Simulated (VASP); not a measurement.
Set up this calculation in VASP 6.6.1, as the native input.

* Task: single point
* Functional: PBE
* Potentials or basis: VASP PAW PBE potentials, release 64 (Ru_pv)
* Cutoff: 520 eV
* k mesh: 10 × 10 × 13
* Occupations: fermi-dirac, width 0.05 eV
* Spin: collinear spin, ferromagnetic start
* Starting moments: [1.0, 1.0, 1.0] μB
* Dipole correction: no
* Further INCAR settings: ALGO = Normal; EDIFF = 1e-06; NBANDS = 32

The structure of Ru lies in POSCAR:

```
Ru
1.0
    4.0907012105      0.0000000000      0.0000000000
   -2.0453506052      3.5426511676      0.0000000000
    0.0000000000      0.0000000000      2.5700970271
Ru
3
Direct
    1.0000000000      1.0000000000      0.0000000000
    0.3333333333      0.6666666667      0.5000000000
    0.6666666667      0.3333333333      0.5000000000
```

This cell differs from its parent crystal: volume scaled by 0.88.

The input as run:

INCAR

```
SYSTEM = Ru
PREC     = Accurate       ! precision mode
ENCUT    = 520            ! plane-wave cutoff, eV
EDIFF    = 1E-6           ! SCF threshold, eV
ISMEAR   = -1             ! smearing method
SIGMA    = 0.05           ! smearing width, eV
LREAL    = .FALSE.        ! projectors in reciprocal space
LASPH    = .TRUE.         ! aspherical terms in the spheres
NELM     = 150            ! most SCF steps
ALGO     = Normal         ! electronic algorithm
ISIF     = 2              ! what is computed and relaxed
LWAVE    = .FALSE.        ! write WAVECAR
LCHARG   = .TRUE.         ! write CHGCAR
ISPIN    = 2              ! spin polarisation
MAGMOM   = 1 1 1          ! initial moments
LORBIT   = 11             ! projections on sites
LMAXMIX  = 4              ! l up to which the mixer works
GGA      = PE             ! functional
LELF     = .TRUE.         ! ELF
LVHAR    = .TRUE.       
NBANDS   = 32             ! bands
```

KPOINTS

```
regular mesh
0
G
  10 10 13
  0 0 0
```

Potentials or basis: VASP PAW PBE potentials, release 64 (Ru_pv).

Command:

```console
$ cat potpaw_PBE.64/Ru_pv/POTCAR > POTCAR
$ mpirun -np 1 vasp_std > vasp.out
```

It gave:

```yaml
Pressure: 51.3 GPa
Band_gap_on_the_k_mesh: zero (filled and empty bands overlap)
Net_moment: 0.00 μB per cell
Valence_electrons_inside_the_program's_atomic_spheres: Ru 12.81, 12.98
```

Wall time 83 s on 1 thread of Intel(R) Xeon(R) 6975P-C (Granite Rapids), on a shared host, peak memory 0.27 GiB.
